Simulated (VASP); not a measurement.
Set up this calculation in VASP 6.6.1, as the native input.

| Quantity | Value |
| --- | --- |
| Task | relaxation of cell and atoms |
| Functional | LDA |
| Potentials or basis | VASP PAW LDA potentials, release 64 (Ti_sv, O) |
| Cutoff | 600 eV |
| k mesh | 8 × 8 × 6 |
| Occupations | gaussian, width 0.02 eV |
| Spin | no spin polarisation |
| Dipole correction | no |
| Further INCAR settings | ALGO = Normal; EDIFF = 1e-07; IBRION = 2; EDIFFG = -0.01; NSW = 80; ISIF = 3 |

The structure of TiO2 lies in POSCAR:

```
TiO2
1.0
    2.7060340000     -2.7066550000      0.0000000000
    2.7060340000      2.7066550000      0.0000000000
   -2.6335310000      0.0000000000      4.7966370000
Ti O
2 4
Direct
    0.1341100000      0.8658900000      0.2500000000
    0.8658900000      0.1341100000      0.7500000000
    0.3312210000      0.0887550000      0.6671490000
    0.6687790000      0.9112450000      0.3328510000
    0.9112450000      0.6687790000      0.8328510000
    0.0887550000      0.3312210000      0.1671490000
```

One way to write it, as run:

INCAR

```
SYSTEM = TiO2
PREC = Accurate
ENCUT = 600
EDIFF = 1E-7
ISMEAR = 0
SIGMA = 0.02
LREAL = .FALSE.
LASPH = .TRUE.
NELM = 120
ALGO = Normal
ISIF = 3
LWAVE = .FALSE.
LCHARG = .FALSE.
IBRION = 2
NSW = 80
EDIFFG = -0.01
GGA_COMPAT = .FALSE.
NELMIN = 4
```

KPOINTS

```
regular mesh
0
G
  8 8 6
  0 0 0
```

Potentials or basis: VASP PAW LDA potentials, release 64 (Ti_sv, O).

Run with:

```bash
$ cat potpaw_LDA.64/Ti_sv/POTCAR potpaw_LDA.64/O/POTCAR > POTCAR
$ mpirun -np 1 vasp_std > vasp.out
```

It gave:

```yaml
Relaxed_volume: 11.05 Å³/atom
Relaxed_cell: a = 3.746 Å, b = 3.746 Å, c = 5.419 Å, α = 110.22°, β = 110.22°, γ = 90.01°
Space_group_after_relaxing_to_0.1_Å: I4_1/amd (No. 141)
Energy_gained_by_relaxing: 27.5 meV/atom
Ionic_steps: 21
Pressure_after_relaxing: 0.0 GPa
Largest_force_after_relaxing: 0.005 eV/Å
Band_gap_on_the_k_mesh: 2.09 eV (least direct gap 2.42 eV)
```

Run time: 64 min on 1 thread of Oxide Virtual Turin-like Processor, on a shared host, peak memory 0.32 GiB.
